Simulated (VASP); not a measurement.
# SrTiO3 in VASP: a series of runs

The runs below take SrTiO3 through single point, relaxation of cell and atoms, with PBE.

All numbers are computed with VASP 6.6.1; they aren't measurements. Logs are shortened: lines on timing, memory, paths and dates and some standing lists are left out, and cuts for length are marked.

### Step 1. The cell of the first run

It takes space group Pm-3m (No. 221, cubic). Conventional cell: a = 3.936 Å, b = 3.936 Å, c = 3.936 Å, α = 90.00°, β = 90.00°, γ = 90.00°. Sr (site symmetry m-3m) has 12 O at 2.78 Å and 8 Ti at 3.41 Å within 3.7 Å. Ti (site symmetry m-3m) has 6 O at 1.97 Å within 2.6 Å. O (site symmetry 4/mmm) has 2 Ti at 1.97 Å within 2.6 Å.

### Step 2. Single point, PBE

The input, INCAR:

```
PREC = Accurate
ENCUT = 520
EDIFF = 1E-7
ISMEAR = 0
SIGMA = 0.02
LREAL = F
LASPH = T
NELM = 80
ALGO = Normal
ISIF = 2
LWAVE = F
LCHARG = F
GGA = PE
NBANDS = 28
```

The input, KPOINTS:

```
regular mesh
0
Gamma
  8 8 8
```

The input, POSCAR:

```
SrTiO3
1.0
    3.9363545265      0.0000000000      0.0000000000
    0.0000000000      3.9363545265      0.0000000000
    0.0000000000      0.0000000000      3.9363545265
Sr Ti O
1 1 3
Direct
    0.5000000000      0.5000000000      0.5000000000
    0.0000000000      0.0000000000      0.0000000000
    0.0000000000      0.5000000000      0.0000000000
    0.0000000000      0.0000000000      0.5000000000
    0.5000000000      0.0000000000      0.0000000000
```

Potentials or basis: VASP PAW PBE potentials, release 64 (Sr_sv, Ti_sv, O).

Command:

```bash
$ cat potpaw_PBE.64/Sr_sv/POTCAR potpaw_PBE.64/Ti_sv/POTCAR potpaw_PBE.64/O/POTCAR > POTCAR
$ mpirun -np 1 vasp_std > vasp.out
```

OUTCAR:

```text
PREC = Accurate
   ENCUT = 520
   EDIFF = 1E-7
   ISMEAR = 0
   LREAL = F
   LASPH = T
   NELM = 80
   ISIF = 2
   GGA = PE

 ion  position               nearest neighbor table
   1  0.500  0.500  0.500-   3 2.78   4 2.78   5 2.78   3 2.78   5 2.78   4 2.78   5 2.78   5 2.78
                             3 2.78   4 2.78   3 2.78   4 2.78   2 3.41   2 3.41   2 3.41   2 3.41
   2  0.000  0.000  0.000-   3 1.97   4 1.97   5 1.97   4 1.97   3 1.97   5 1.97   1 3.41   1 3.41
                             1 3.41   1 3.41   1 3.41   1 3.41   1 3.41   1 3.41
   3  0.000  0.500  0.000-   2 1.97   2 1.97   1 2.78   1 2.78   1 2.78   1 2.78
   4  0.000  0.000  0.500-   2 1.97   2 1.97   1 2.78   1 2.78   1 2.78   1 2.78
   5  0.500  0.000  0.000-   2 1.97   2 1.97   1 2.78   1 2.78   1 2.78   1 2.78

  LATTYP: Found a simple cubic cell.
 ALAT       =     3.9363545265

  Lattice vectors:

 A1 = (   3.9363545265,   0.0000000000,   0.0000000000)
 A2 = (   0.0000000000,   3.9363545265,   0.0000000000)
 A3 = (   0.0000000000,   0.0000000000,   3.9363545265)

Analysis of symmetry for initial positions (statically):
=====================================================================
 Subroutine PRICEL returns:
 Original cell was already a primitive cell.

 Routine SETGRP: Setting up the symmetry group for a
 simple cubic supercell.

 Subroutine GETGRP returns: Found 48 space group operations
 (whereof 48 operations were pure point group operations)
 out of a pool of 48 trial point group operations.

The static configuration has the point symmetry O_h .

Analysis of symmetry for dynamics (positions and initial velocities):
=====================================================================
 Subroutine PRICEL returns:
 Original cell was already a primitive cell.

 Routine SETGRP: Setting up the symmetry group for a
 simple cubic supercell.

 Subroutine GETGRP returns: Found 48 space group operations
 (whereof 48 operations were pure point group operations)
 out of a pool of 48 trial point group operations.

The dynamic configuration has the point symmetry O_h .

 Subroutine INISYM returns: Found 48 space group operations
 (whereof 48 operations are pure point group operations),
 and found     1 'primitive' translations

----------------------------------------------------------------------------------------

                                     Primitive cell

  volume of cell :      60.9934

  direct lattice vectors                    reciprocal lattice vectors
     3.936354527  0.000000000  0.000000000     0.254042158  0.000000000  0.000000000
     0.000000000  3.936354527  0.000000000     0.000000000  0.254042158  0.000000000
     0.000000000  0.000000000  3.936354527     0.000000000  0.000000000  0.254042158

  length of vectors
     3.936354527  3.936354527  3.936354527     0.254042158  0.254042158  0.254042158

  position of ions in fractional coordinates (direct lattice)
     0.500000000  0.500000000  0.500000000
     0.000000000  0.000000000  0.000000000
     0.000000000  0.500000000  0.000000000
     0.000000000  0.000000000  0.500000000
     0.500000000  0.000000000  0.000000000

  ion indices of the primitive-cell ions
   primitive index   ion index
                 1           1
                 2           2
                 3           3
                 4           4
                 5           5

----------------------------------------------------------------------------------------

 KPOINTS: regular mesh

Automatic generation of k-mesh.
 Grid dimensions read from file:
 generate k-points for:    8    8    8

 Generating k-lattice:

  Cartesian coordinates                     Fractional coordinates (reciprocal lattice)
     0.031755270  0.000000000  0.000000000     0.125000000  0.000000000  0.000000000
     0.000000000  0.031755270  0.000000000     0.000000000  0.125000000  0.000000000
     0.000000000  0.000000000  0.031755270     0.000000000  0.000000000  0.125000000

  Length of vectors
     0.031755270  0.031755270  0.031755270

  Shift w.r.t. Gamma in fractional coordinates (k-lattice)
     0.000000000  0.000000000  0.000000000

 Subroutine IBZKPT returns following result:
 ===========================================

 Found     35 irreducible k-points:

 Following reciprocal coordinates:
            Coordinates               Weight
  0.000000  0.000000  0.000000      1.000000
  0.125000  0.000000  0.000000      6.000000
  0.250000  0.000000  0.000000      6.000000
  0.375000  0.000000  0.000000      6.000000
  0.500000  0.000000  0.000000      3.000000
  0.125000  0.125000  0.000000     12.000000
[... 16 lines left out ...]
  0.375000  0.375000  0.125000     24.000000
  0.500000  0.375000  0.125000     24.000000
 [... further k-points ...]
   k-points           NKPTS =     35   k-points in BZ     NKDIM =     35   number of bands    NBANDS=     28
   number of dos      NEDOS =    301   number of ions     NIONS =      5
   total plane-waves  NPLWV =  27000
   dimension x,y,z NGX =    30 NGY =   30 NGZ =   30
   dimension x,y,z NGXF=    60 NGYF=   60 NGZF=   60
   ions per type =               1   1   3
   NGX,Y,Z   is equivalent  to a cutoff of  12.67, 12.67, 12.67 a.u.
   NGXF,Y,Z  is equivalent  to a cutoff of  25.34, 25.34, 25.34 a.u.
 SYSTEM =  unknown system
   PREC   = accura    normal or accurate (medium, high low for compatibility)
   ISTART =      0    job   : 0-new  1-cont  2-samecut
   ICHARG =      2    charge: 1-file 2-atom 10-const
   ISPIN  =      1    spin polarized calculation?
   LNONCOLLINEAR =      F non collinear calculations
   LSORBIT =      F    spin-orbit coupling
   LASPH  =      T    aspherical Exc in radial PAW
   ENCUT  =  520.0 eV  38.22 Ry    6.18 a.u.   7.32  7.32  7.32*2*pi/ulx,y,z
   NELM   =     80;   NELMIN=  2; NELMDL= -5     # of ELM steps
   EDIFF  = 0.1E-06   stopping-criterion for ELM
   LREAL  =      F    real-space projection
   EDIFFG = 0.1E-05   stopping-criterion for IOM
   NSW    =      0    number of steps for IOM
   IBRION =     -1    ionic relax: 0-MD 1-quasi-New 2-CG
   NFREE  =      0    steps in history (QN), initial steepest desc. (CG)
   ISIF   =      2    stress and relaxation
   ISYM   =      2    0-nonsym 1-usesym 2-fastsym
   POTIM  = 0.5000    time-step for ionic-motion
   TEBEG  =    0.0;   TEEND  =   0.0 temperature during run
   PSTRESS=    0.0 pullay stress
   NELECT =      40.0000    total number of electrons
   NUPDOWN=      -1.0000    fix difference up-down
   EMIN   =  10.00;   EMAX   =-10.00  energy-range for DOS
   EFERMI =   0.00;   METHOD = LEGACY
   ISMEAR =     0;   SIGMA  =   0.02  broadening in eV -4-tet -1-fermi 0-gaus
   EFERMI_NEDOS =   21; number of points for ismear=-14 and -15
   IALGO  =     38    algorithm
   IMIX   =      4    mixing-type and parameters
     AMIX     =   0.40;   BMIX     =  1.00
     AMIX_MAG =   1.60;   BMIX_MAG =  1.00
  volume/ion in A,a.u.               =      12.20        82.32
  Fermi-wavevector in a.u.,A,eV,Ry     =   1.422331  2.687816 27.524926  2.023025
  Thomas-Fermi vector in A             =   2.543046
   LORBIT       =      0    0 simple, 1 ext, 2 COOP (PROOUT), +10 PAW based schemes
   GGA     = PE    functional components
   LHFCALC =     F    Hartree Fock is set to
   AEXX    =    0.0000 exact exchange contribution
   IVDW    =     0    specifies the selected vdW correction
   LEPSILON=     F    determine dielectric tensor
   LRPA    =     F    only Hartree local field effects (RPA)
 non-spin polarized calculation
 Gauss-broadening in eV      SIGMA  =   0.02
  energy-cutoff  :      520.00
  volume of cell :       60.99
 maximum number of plane-waves:      1671
 NGX is ok and might be reduce to    30
   NGX = 15   NGY = 15   NGZ = 15

 number of electron      39.9999990 magnetization

 Free energy of the ion-electron system (eV)
  ---------------------------------------------------
  ext. energy  EPLUGINS =         0.00000000
  ---------------------------------------------------
  free energy    TOTEN  =       -40.10325520 eV

  energy without entropy =      -40.10325520  energy(sigma->0) =      -40.10325520

 E-fermi :   4.1515     XC(G=0): -11.1446

 val. band max:        3.9706778053   @ k =   0.5000   0.5000   0.5000
 cond. band min:       5.7820551451   @ k =   0.0000   0.0000   0.0000
 fundamental gap:      1.8113773398
 Fermi energy:         4.1514513114

 k-point     1 :       0.0000    0.0000    0.0000
  band No.  band energies     occupation
      1     -52.5918      2.00000
      2     -28.8939      2.00000
      3     -28.8229      2.00000
      4     -28.8229      2.00000
      5     -28.8229      2.00000
      6     -13.3705      2.00000
[... 20 lines left out ...]
     27       9.3476      0.00000
     28       9.9721      0.00000

 k-point     2 :       0.1250    0.0000    0.0000
  band No.  band energies     occupation
      1     -52.5917      2.00000
      2     -28.9105      2.00000
      3     -28.8226      2.00000
      4     -28.8226      2.00000
      5     -28.8125      2.00000
      6     -13.3761      2.00000
[... 20 lines left out ...]
     27       9.6154      0.00000
     28      10.3404      0.00000

 k-point     3 :       0.2500    0.0000    0.0000
  band No.  band energies     occupation
      1     -52.5912      2.00000
      2     -28.9428      2.00000
      3     -28.8217      2.00000
      4     -28.8217      2.00000
      5     -28.7952      2.00000
      6     -13.4358      2.00000
[... 20 lines left out ...]
     27      10.2574      0.00000
     28      11.3504      0.00000

 k-point     4 :       0.3750    0.0000    0.0000
  band No.  band energies     occupation
      1     -52.5907      2.00000
      2     -28.9707      2.00000
      3     -28.8207      2.00000
      4     -28.8207      2.00000
      5     -28.7820      2.00000
      6     -13.5339      2.00000
[... 578 lines left out ...]
     27      11.9899      0.00000
     28      12.2495      0.00000

 k-point    23 :       0.3750    0.3750    0.1250
  band No.  band energies     occupation
      1     -52.5894      2.00000
      2     -28.9150      2.00000
      3     -28.8749      2.00000
      4     -28.8296      2.00000
      5     -28.8171      2.00000
      6     -12.9779      2.00000
[... 20 lines left out ...]
     27      12.0382      0.00000
     28      12.4841      0.00000

 k-point    24 :       0.5000    0.3750    0.1250
  band No.  band energies     occupation
      1     -52.5892      2.00000
      2     -28.9089      2.00000
      3     -28.8746      2.00000
      4     -28.8314      2.00000
      5     -28.8276      2.00000
      6     -12.8918      2.00000
[... 20 lines left out ...]
     27      12.0936      0.00000
     28      12.5847      0.00000

 [... further k-points ...]

------------------------ aborting loop because EDIFF is reached ----------------------------------------

  FORCE on cell =-STRESS in cart. coord.  units (eV):
  Direction    XX          YY          ZZ          XY          YZ          ZX
  --------------------------------------------------------------------------------------
  -------------------------------------------------------------------------------------
  Total        0.2407685      0.2407685      0.2407685      0.0000000     -0.0000000     -0.0000000
  in kB        6.3245207      6.3245207      6.3245207      0.0000000     -0.0000000     -0.0000000
  external PRESSURE =       6.3245207 kB  Pullay stress =       0.0000000 kB

 VOLUME and BASIS-vectors are now :
 -----------------------------------------------------------------------------
  energy-cutoff  :      520.00
  volume of cell :       60.99
      direct lattice vectors                 reciprocal lattice vectors
     3.936354527  0.000000000  0.000000000     0.254042158  0.000000000  0.000000000
     0.000000000  3.936354527  0.000000000     0.000000000  0.254042158  0.000000000
     0.000000000  0.000000000  3.936354527     0.000000000  0.000000000  0.254042158

 POSITION                                       TOTAL-FORCE (eV/Angst)
 -----------------------------------------------------------------------------------
      1.96818      1.96818      1.96818         0.000000      0.000000      0.000000
      0.00000      0.00000      0.00000         0.000000      0.000000      0.000000
      0.00000      1.96818      0.00000         0.000000      0.000000      0.000000
      0.00000      0.00000      1.96818         0.000000      0.000000      0.000000
      1.96818      0.00000      0.00000         0.000000      0.000000      0.000000
 -----------------------------------------------------------------------------------
    total drift:                                0.000000     -0.000000      0.000000

  FREE ENERGIE OF THE ION-ELECTRON SYSTEM (eV)
  ---------------------------------------------------
  free  energy   TOTEN  =       -40.1032551975 eV

  energy  without entropy=      -40.1032551975  energy(sigma->0) =      -40.10325520
```

Run time: 2 min. Hardware: 1 thread of Intel Xeon 8259CL, shared host; peak memory 0.21 GiB.

What came out:

```yaml
Free_energy: -40.1033 eV
Pressure: 0.6 GPa
Band_gap_on_the_k_mesh: 1.81 eV, indirect (least direct gap 2.18 eV)
```

Levels at points of the mesh, in eV from the valence-band top:
| k point | band 17 | band 18 | band 19 | band 20 | band 21 | band 22 | band 23 | band 24 |
| --- | --- | --- | --- | --- | --- | --- | --- | --- |
| (0.00, 0.00, 0.00) | -1.13 | -0.37 | -0.37 | -0.37 | 1.81 | 1.81 | 1.81 | 4.14 |
| (0.50, 0.00, 0.00) | -2.29 | -1.91 | -0.73 | -0.73 | 1.97 | 3.66 | 3.66 | 4.15 |
| (0.50, 0.50, 0.00) | -1.74 | -1.54 | -1.54 | -0.09 | 3.66 | 3.66 | 4.11 | 5.08 |
| (0.50, 0.50, 0.50) | -3.67 | 0.00 | 0.00 | 0.00 | 4.31 | 4.31 | 4.31 | 6.85 |

### Step 3. Relaxation of cell and atoms, PBE

The input, INCAR:

```
SYSTEM = SrTiO3
PREC = Accurate
ENCUT = 600
EDIFF = 1E-7
ISMEAR = 0
SIGMA = 0.02
LREAL = .False.
LASPH = .True.
NELM = 60
ALGO = Normal
ISIF = 3
LWAVE = .False.
LCHARG = .False.
GGA = PE
IBRION = 2
NSW = 100
EDIFFG = -0.01
```

The input, KPOINTS:

```
regular mesh
0
Gamma
  8 8 8
  0 0 0
```

POSCAR is that of step 2.

Potentials or basis: VASP PAW PBE potentials, release 64 (Sr_sv, Ti_sv, O).

Command:

```bash
$ cat potpaw_PBE.64/Sr_sv/POTCAR potpaw_PBE.64/Ti_sv/POTCAR potpaw_PBE.64/O/POTCAR > POTCAR
$ mpirun -np 1 vasp_std > vasp.out
```

OUTCAR:

```text
SYSTEM = SrTiO3
   PREC = Accurate
   ENCUT = 600
   EDIFF = 1E-7
   ISMEAR = 0
   LREAL = .False.
   LASPH = .True.
   NELM = 60
   ISIF = 3
   GGA = PE
   IBRION = 2
   NSW = 100
   EDIFFG = -0.01

 ion  position               nearest neighbor table
   1  0.500  0.500  0.500-   3 2.78   4 2.78   5 2.78   3 2.78   5 2.78   4 2.78   5 2.78   5 2.78
                             3 2.78   4 2.78   3 2.78   4 2.78   2 3.41   2 3.41   2 3.41   2 3.41
   2  0.000  0.000  0.000-   3 1.97   4 1.97   5 1.97   4 1.97   3 1.97   5 1.97   1 3.41   1 3.41
                             1 3.41   1 3.41   1 3.41   1 3.41   1 3.41   1 3.41
   3  0.000  0.500  0.000-   2 1.97   2 1.97   1 2.78   1 2.78   1 2.78   1 2.78
   4  0.000  0.000  0.500-   2 1.97   2 1.97   1 2.78   1 2.78   1 2.78   1 2.78
   5  0.500  0.000  0.000-   2 1.97   2 1.97   1 2.78   1 2.78   1 2.78   1 2.78

  LATTYP: Found a simple cubic cell.
 ALAT       =     3.9363545265

  Lattice vectors:

 A1 = (   3.9363545265,   0.0000000000,   0.0000000000)
 A2 = (   0.0000000000,   3.9363545265,   0.0000000000)
 A3 = (   0.0000000000,   0.0000000000,   3.9363545265)

Analysis of symmetry for initial positions (statically):
=====================================================================
 Subroutine PRICEL returns:
 Original cell was already a primitive cell.

 Routine SETGRP: Setting up the symmetry group for a
[... 183 lines left out ...]
  -------------------------------------------------------------------------------------
  Total        0.1724215      0.1724215      0.1724215      0.0000000      0.0000000      0.0000000
  in kB        4.5291770      4.5291770      4.5291770      0.0000000      0.0000000      0.0000000
  external PRESSURE =       4.5291770 kB  Pullay stress =       0.0000000 kB
[... 65 lines left out ...]
--------------------------------------- Ionic step        3  -------------------------------------------

 number of electron      39.9999974 magnetization

 Free energy of the ion-electron system (eV)
  ---------------------------------------------------
  ext. energy  EPLUGINS =         0.00000000
  ---------------------------------------------------
  free energy    TOTEN  =       -40.10997465 eV

  energy without entropy =      -40.10997465  energy(sigma->0) =      -40.10997465

 E-fermi :   4.1552     XC(G=0): -11.1308

 val. band max:        3.9483258308   @ k =   0.5000   0.5000   0.5000
 cond. band min:       5.7555169462   @ k =   0.0000   0.0000   0.0000
 fundamental gap:      1.8071911155
 Fermi energy:         4.1552351397

 k-point     1 :       0.0000    0.0000    0.0000
  band No.  band energies     occupation
      1     -52.6245      2.00000
      2     -28.9233      2.00000
      3     -28.8543      2.00000
      4     -28.8543      2.00000
      5     -28.8543      2.00000
      6     -13.3833      2.00000
[... 637 lines left out ...]
     23       7.9512      0.00000
     24       9.4654      0.00000

 [... further k-points ...]

------------------------ aborting loop because EDIFF is reached ----------------------------------------

  FORCE on cell =-STRESS in cart. coord.  units (eV):
  Direction    XX          YY          ZZ          XY          YZ          ZX
  --------------------------------------------------------------------------------------
  -------------------------------------------------------------------------------------
  Total        0.0007562      0.0007562      0.0007562      0.0000000     -0.0000000     -0.0000000
  in kB        0.0198134      0.0198134      0.0198134      0.0000000     -0.0000000     -0.0000000
  external PRESSURE =       0.0198134 kB  Pullay stress =       0.0000000 kB
[... 20 lines left out ...]
  FREE ENERGIE OF THE ION-ELECTRON SYSTEM (eV)
  ---------------------------------------------------
  free  energy   TOTEN  =       -40.1099746507 eV

  energy  without entropy=      -40.1099746507  energy(sigma->0) =      -40.10997465

 reached required accuracy - stopping structural energy minimisation
```

It took 3.2 min on 1 thread of Intel Xeon 8259CL, shared host; peak memory 0.23 GiB.

What came out:

* Free energy: -40.1100 eV
* Relaxed volume: 12.23 Å³/atom
* Relaxed cell: a = 3.940 Å, b = 3.940 Å, c = 3.940 Å, α = 90.00°, β = 90.00°, γ = 90.00°
* Space group after relaxing (to 0.05 Å): Pm-3m (No. 221)
* Energy gained by relaxing: 0.0 meV/atom
* Ionic steps: 3
* Pressure after relaxing: 0.0 GPa
* Band gap on the k mesh: 1.81 eV, indirect (least direct gap 2.18 eV)

Step by step:
```tsv
step	energy change (eV)	largest force (eV/Å)	pressure (GPa)	volume (Å³)
1	0.0000	0.0000	0.45	60.99
2	0.0000	0.0000	-0.40	61.30
3	-0.0002	0.0000	0.00	61.15
```

Final structure:
```cif
data_structure
_symmetry_space_group_name_H-M 'P 1'
_symmetry_Int_Tables_number 1
_cell_length_a 3.9398
_cell_length_b 3.9398
_cell_length_c 3.9398
_cell_angle_alpha 90.000
_cell_angle_beta 90.000
_cell_angle_gamma 90.000
_cell_volume 61.15
loop_
_atom_site_label
_atom_site_type_symbol
_atom_site_fract_x
_atom_site_fract_y
_atom_site_fract_z
_atom_site_occupancy
Sr1 Sr 0.50000 0.50000 0.50000 1
Ti1 Ti 0.00000 0.00000 0.00000 1
O1 O 0.00000 0.50000 0.00000 1
O2 O 0.00000 0.00000 0.50000 1
O3 O 0.50000 0.00000 0.00000 1
```

A k mesh can miss the band edges. As with any semilocal functional, this PBE gap is likely too small.

[end of part 1 of 2]
